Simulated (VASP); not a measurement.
The system is CsSnI3.

```
Cs Sn I
1.0
     6.24149    0.00000    0.00000
     0.00000    6.24149    0.00000
     0.00000    0.00000    6.24149
Cs Sn I
1 1 3
Direct
  0.00000 0.00000 0.00000
  0.50000 0.50000 0.50000
  0.50000 0.50000 0.00000
  0.50000 0.00000 0.50000
  0.00000 0.50000 0.50000
```

Base run:

| Property | Result |
| --- | --- |
| Program | VASP 6.6.1 |
| Functional | PBE |
| Potentials or basis | VASP PAW PBE potentials, release 64 (Cs_sv, Sn_d, I) |
| Cutoff | 520 eV |
| k mesh | 4 × 4 × 4 |
| Occupations | gaussian, width 0.01 eV |
| Spin | no spin polarisation |

Its results: band gap on the k mesh 0.38 eV; pressure 0.5 GPa.

Q: The run is repeated on the same cell with these changes: functional from PBE to r2SCAN; further incar settings from ALGO = Normal; EDIFF = 1e-07; NBANDS = 30 to ALGO = Normal; EDIFF = 1e-06; NBANDS = 30. What comes out?

A: Band gap on the k mesh 0.50 eV; pressure 0.0 GPa.

Caveats: semilocal functionals underestimate gaps, and a narrow one can read as zero; spin-orbit coupling is left out, which moves the levels of the heavy elements; the PAW data sets were made with another functional, which shifts forces and pressure a little (at least some runs).

A k mesh can miss the band edges.
